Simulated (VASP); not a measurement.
ScSbS3, 5 atoms in the cell. Symmetry: P-6m2, No. 187, hexagonal system. Conventional cell: a = 4.668 Å, b = 4.668 Å, c = 5.763 Å, α = 90.00°, β = 90.00°, γ = 120.00°. Within 3.6 Å of Sc (site symmetry -6m2) lie 9 S at 2.70 to 3.07 Å. Sb (site symmetry -6m2) has 8 S at 2.88 to 3.04 Å within 3.8 Å. Within 3.7 Å of S (site symmetry 3m) lie 5 S at 2.82 to 3.07 Å and 3 Sb at 3.04 Å and 3 Sc at 3.07 Å. S (site symmetry -6m2) has 3 Sc at 2.70 Å and 2 Sb at 2.88 Å and 6 S at 3.07 Å within 3.6 Å. 

```yaml
Program: VASP 6.6.1
Task: single point
Functional: PBE
Potentials_or_basis: VASP PAW PBE potentials, release 64 (Sc_sv, Sb, S)
Cutoff: 520 eV
k_mesh: 6 × 6 × 4
Occupations: gaussian, width 0.1 eV
Spin: no spin polarisation
Dipole_correction: no
Further_INCAR_settings: ALGO = Normal; EDIFF = 1e-06; NBANDS = 25
```

Potentials or basis: VASP PAW PBE potentials, release 64 (Sc_sv, Sb, S).

Launch:

```bash
$ cat potpaw_PBE.64/Sc_sv/POTCAR potpaw_PBE.64/Sb/POTCAR potpaw_PBE.64/S/POTCAR > POTCAR
$ mpirun -np 1 vasp_std > vasp.out
```

Hardware: 1 thread of Intel(R) Xeon(R) 6975P-C (Granite Rapids), on a shared host.

How long does it take, and how much memory?

Wall time 26 s on 1 thread of Intel(R) Xeon(R) 6975P-C (Granite Rapids) (shared host), peak memory 0.26 GiB. Counts: scf iterations 15, k points 21.
